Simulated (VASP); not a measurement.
A run of VASP 6.6.1:

INCAR

```
PREC = Accurate
ENCUT = 750
EDIFF = 1E-6
ISMEAR = 0
SIGMA = 0.02
LREAL = F
LASPH = T
NELM = 120
ALGO = Normal
ISIF = 2
LWAVE = F
LCHARG = F
GGA = PE
NBANDS = 12
GGA_COMPAT = F
```

File KPOINTS:

```
Automatic mesh
0
Gamma
  8 8 8
```

Contents of POSCAR:

```
LiCl
1.0
    0.0000000000      2.5737433659      2.5737433659
    2.5737433659      0.0000000000      2.5737433659
    2.5737433659      2.5737433659      0.0000000000
Li Cl
1 1
Direct
    0.0000000000      0.0000000000      0.0000000000
    0.5000000000      0.5000000000      0.5000000000
```

Potentials or basis: VASP PAW PBE potentials, release 64 (Li_sv, Cl).

Run with:

```bash
$ cat potpaw_PBE.64/Li_sv/POTCAR potpaw_PBE.64/Cl/POTCAR > POTCAR
$ mpirun -np 1 vasp_std > vasp.out
```

Hardware: 1 thread of Intel Xeon 8259CL, on a shared host.

**Question.** Estimate the wall time of this run.

**Answer.** Run time: 37 s on 1 thread of Intel Xeon 8259CL, with other jobs on the host, peak memory 0.2 GiB. Counts: scf iterations 12, k points 29.
